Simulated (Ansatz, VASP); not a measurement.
C in VASP and in Ansatz

```
C
1.0
     1.22905    0.70959    3.28297
    -1.22905    0.70959    3.28297
     0.00000   -1.41918    3.28297
C
2
Cartesian
  0.0000 0.0000 1.7040
  0.0000 0.0000 8.1449
```

Change from the starting cell: mode 4 frozen in at +0.063 Å and mode 6 at +0.000 Å (largest displacements).

Alike in both runs: task single point; functional PBEsol; dispersion D3(BJ); k mesh 15 × 15 × 15; occupations gaussian, width 0.05 eV; no spin polarisation.

```csv
,VASP,Ansatz
version,VASP 6.6.1,Ansatz 0.2.0
potentials or method,"VASP PAW PBE potentials, release 64 (C), cutoff 520 eV","scalar-relativistic, plane waves, PAW"
valence electrons in the cell,8,8
```

VASP gave:

```
gap on the k mesh at the Fermi level (eV)                     : 0.55
least direct gap on the mesh (eV)                             : 0.55
pressure (GPa)                                                : -0.2
traceless stress, the component that is largest in VASP (GPa) : -2.18
rms of the force components (eV/Å)                            : 1.211
```

Task: Which values does Ansatz return?

Result: gap on the k mesh at the Fermi level (eV): 0.54; least direct gap on the mesh (eV): 0.54; pressure (GPa): -1.0; traceless stress, the component that is largest in VASP (GPa): -1.36; rms of the force components (eV/Å): 1.218.

VASP's potentials were made for PBE, not for PBEsol, and Ansatz warns of the same on its side. Atom by atom the forces differ by 0.007 eV/Å (rms over components).
